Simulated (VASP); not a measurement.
Write the native input for VASP 6.6.1 that does the following.

```yaml
Task: single point
Functional: PBEsol
Potentials_or_basis: VASP PAW PBE potentials, release 64 (Ta_pv, N)
Cutoff: 520 eV
k_mesh: 9 × 9 × 5
Occupations: gaussian, width 0.15 eV
Spin: no spin polarisation
Dipole_correction: no
Further_INCAR_settings: ALGO = Normal; EDIFF = 1e-06; NBANDS = 72
```

The structure of Ta4N3 lies in POSCAR:

```
Ta4N3
1.0
   -4.3571443853      0.0000000000      0.0000000000
    0.0000000000     -4.3571443853      0.0000000000
    0.0000000000      0.0000000000     10.5453519637
Ta N
8 6
Direct
    0.5000000000      0.0000000000      0.5020885121
    0.0000000000      0.5000000000      0.0969170207
    0.0000000000      0.0000000000      0.7133884791
    0.5000000000      0.5000000000      0.3082169877
    0.5000000000      0.0000000000      0.0969170207
    0.0000000000      0.5000000000      0.5020885121
    0.5000000000      0.5000000000      0.6959600364
    1.0000000000      1.0000000000      0.2907885451
    0.5000000000      1.0000000000      0.2995027664
    0.0000000000      0.5000000000      0.7046742577
    0.0000000000      0.0000000000      0.5020885121
    0.5000000000      0.5000000000      0.0969170207
    1.0000000000      0.5000000000      0.2995027664
    0.5000000000      0.0000000000      0.7046742577
```

This cell differs from its parent crystal: the distance across one plane changed.

One way to write it, as run:

INCAR

```
PREC = Accurate
ENCUT = 520
EDIFF = 1E-6
ISMEAR = 0
SIGMA = 0.15
LREAL = False
LASPH = True
NELM = 80
ALGO = Normal
ISIF = 2
LWAVE = False
LCHARG = False
GGA = PS
NBANDS = 72
```

KPOINTS

```
regular mesh
0
Gamma
  9 9 5
```

Potentials or basis: VASP PAW PBE potentials, release 64 (Ta_pv, N).

Run with:

```console
$ cat potpaw_PBE.64/Ta_pv/POTCAR potpaw_PBE.64/N/POTCAR > POTCAR
$ mpirun -np 1 vasp_std > vasp.out
```

Results of the run:

| Quantity | Value |
| --- | --- |
| Pressure | -10.0 GPa |
| Largest force | 1.661 eV/Å |
| Band gap on the k mesh | zero (bands 59 and 60 overlap by 1.80 eV) |

Caveat: the cell differs from its parent crystal (the distance across one plane changed); the cell stands under tension; the PAW data sets were made with another functional, which shifts forces and pressure a little; spin-orbit coupling is left out, which moves the levels of the heavy elements.

Wall time 8.8 min on 1 thread of Intel(R) Xeon(R) Platinum 8488C (Sapphire Rapids), on a shared host, peak memory 0.56 GiB.
